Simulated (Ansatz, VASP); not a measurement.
## GaGe in VASP and in Ansatz

The input INCAR:

```
SYSTEM = GaGe
ALGO = Normal
EDIFF = 1E-6
ENCUT = 500
GGA = PE
GGA_COMPAT = .FALSE.
ISIF = 2
ISMEAR = 0
IVDW = 12
LASPH = .TRUE.
LCHARG = .FALSE.
LREAL = .FALSE.
LWAVE = .FALSE.
NBANDS = 20
NELM = 120
PREC = Accurate
SIGMA = 0.1
```

The input KPOINTS:

```
k-points
0
G
  4 4 4
  0 0 0
```

File POSCAR:

```
GaGe
1.0
    0.0000000000      2.8978440000      2.8978440000
    2.8978440000      0.0000000000      2.8978440000
    2.8978440000      2.8978440000      0.0000000000
Ga Ge
1 1
Direct
    0.7500000000      0.7500000000      0.7500000000
    0.0000000000      0.0000000000      0.0000000000
```

Input for Ansatz:

```yaml
crystal:
  lattice:
    - [0.0, 2.897844, 2.897844]
    - [2.897844, 0.0, 2.897844]
    - [2.897844, 2.897844, 0.0]
  atoms:
    - { symbol: Ga, position: [0.75, 0.75, 0.75] }
    - { symbol: Ge, position: [0.0, 0.0, 0.0] }
basis:
  ecutwfc: 420
kpoints:
  mp_grid: { grid: [4, 4, 4] }
hamiltonian:
  xc: pbe
  dispersion: d3bj
scf:
  occupations: { method: gaussian, width: 0.1 }
output:
  forces: true
  stress: true
  eigenvalues: true
```

Alike in both runs: task single point; functional PBE; dispersion D3(BJ); k mesh 4 × 4 × 4; occupations gaussian, width 0.1 eV; no spin polarisation.

|  | VASP | Ansatz |
| --- | --- | --- |
| version | VASP 6.6.1 | Ansatz 0.2.0 |
| potentials or method | VASP PAW PBE potentials, release 64 (Ga_d, Ge_d), cutoff 500 eV | scalar-relativistic, plane waves, PAW |
| valence electrons in the cell | 27 | 27 |

```csv
,VASP,Ansatz,Ansatz less VASP
gap on the k mesh at the Fermi level (eV),none,none,-
pressure (GPa),-2.1,-2.1,0.00
```

A gap of «none» marks a metal or a gap that the smearing closes.

The k mesh is coarse, so the values compare programs but aren't converged.
